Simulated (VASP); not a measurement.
Set up this calculation in VASP 6.6.1, as the native input.

| Quantity | Value |
| --- | --- |
| Task | single point |
| Functional | RPBE |
| Potentials or basis | VASP PAW PBE potentials, release 64 (La) |
| Cutoff | 520 eV |
| k mesh | 11 × 11 × 6 |
| Occupations | fermi-dirac, width 0.1 eV |
| Spin | no spin polarisation |
| Dipole correction | no |
| Further INCAR settings | ALGO = Normal; EDIFF = 1e-07; NBANDS = 18 |

The structure of La lies in POSCAR:

```
La
1.0
    3.9601549852      0.0000000000      0.0000000000
   -1.9800774926      3.4295948202      0.0000000000
    0.0000000000      0.0000000000      6.3437555377
La
2
Direct
    0.3333333333      0.6666666667      0.2500000000
    0.6666666667      0.3333333333      0.7500000000
```

These files were run (other wordings do the same):

INCAR

```
  PREC = Accurate
  ENCUT = 520
  EDIFF = 1E-7
  ISMEAR = -1
  SIGMA = 0.1
  LREAL = False
  LASPH = True
  NELM = 60
  ALGO = Normal
  ISIF = 2
  LWAVE = False
  LCHARG = True
  GGA = RP
  LELF = True
  LVHAR = True
  NBANDS = 18
```

KPOINTS

```
Automatic mesh
0
Gamma
  11 11 6
```

Potentials or basis: VASP PAW PBE potentials, release 64 (La).

The run is started by

```bash
$ cat potpaw_PBE.64/La/POTCAR > POTCAR
$ mpirun -np 1 vasp_std > vasp.out
```

Results of the run:

```yaml
Pressure: -1.7 GPa
Band_gap_on_the_k_mesh: zero (bands 11 and 12 overlap by 1.27 eV)
```

Caveat: the PAW data sets were made with another functional, which shifts forces and pressure a little; spin-orbit coupling is left out, which moves the levels of the heavy elements.

Wall time 88 s on 1 thread of AMD EPYC 9R45 96-Core Processor (Zen 5), with other jobs on the host, peak memory 0.23 GiB.
